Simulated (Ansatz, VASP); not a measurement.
## Two plane-wave programs on PtSe2

```
CELL_PARAMETERS angstrom
3.70704 0.00000 0.00000
-1.85352 3.21039 0.00000
0.00000 0.00000 22.79816
ATOMIC_POSITIONS crystal
Se 0.66667 0.33333 0.19738
Se 0.33333 0.66667 0.31358
Se 0.66667 0.33333 0.46754
Se 0.00000 0.00000 0.58374
Pt 0.00000 0.00000 0.25548
Pt 0.33333 0.66667 0.52564
```

Alike in both runs: task single point; functional PBE; dispersion D3(BJ); k mesh 9 × 9 × 1; occupations gaussian, width 0.05 eV; no spin polarisation.

|  | VASP | Ansatz |
| --- | --- | --- |
| version | VASP 6.6.1 | Ansatz 0.2.0 |
| potentials or method | VASP PAW PBE potentials, release 64 (Se, Pt), cutoff 520 eV | scalar-relativistic, plane waves, PAW |
| valence electrons in the cell | 44 | 100 |

Ansatz gave:

```
gap on the k mesh at the Fermi level (eV) : 1.04
least direct gap on the mesh (eV)         : 1.25
rms of the force components (eV/Å)        : 0.040
```

Task: Estimate VASP's values.

Result: gap on the k mesh at the Fermi level (eV): 1.03; least direct gap on the mesh (eV): 1.24; rms of the force components (eV/Å): 0.040.

VASP's potentials hold 44 valence electrons a cell and Ansatz's 100, so a difference there can come from the potentials and not from the codes.

Neither program's run includes spin-orbit coupling.
